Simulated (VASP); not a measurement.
Here is a VASP 6.6.1 calculation.

File INCAR:

```
SYSTEM = TiO2
  ALGO = Normal
  EDIFF = 1E-6
  ENCUT = 520
  ISIF = 2
  ISMEAR = 0
  LASPH = .True.
  LCHARG = .False.
  LREAL = .False.
  LWAVE = .False.
  NBANDS = 33
  NELM = 60
  PREC = Accurate
  SIGMA = 0.05
```

The input KPOINTS:

```
k-points
0
Gamma
  8 8 10
  0 0 0
```

The input POSCAR:

```
TiO2
1.0
    4.4667691521      0.0000000000      0.0000000000
    0.0000000000      4.4667691521      0.0000000000
    0.0000000000      0.0000000000      2.8646713930
Ti O
2 4
Direct
    0.0000000000      0.0000000000      0.0000000000
    0.5000000000      0.5000000000      0.5000000000
    0.3039457556      0.3039457556      0.0000000000
    0.1960542444      0.8039457556      0.5000000000
    0.6960542444      0.6960542444      0.0000000000
    0.8039457556      0.1960542444      0.5000000000
```

Potentials or basis: VASP PAW LDA potentials, release 64 (Ti_sv, O).

Command:

```sh
$ cat potpaw_LDA.64/Ti_sv/POTCAR potpaw_LDA.64/O/POTCAR > POTCAR
$ mpirun -np 1 vasp_std > vasp.out
```

(1) Estimate the largest force.

(2) Estimate the pressure.

(3) What does it give for the band gap on the k mesh?

Answers

(1) 0.330 eV/Å.

(2) 17.6 GPa.

(3) 1.95 eV.

Caveat: the cell stands under pressure.
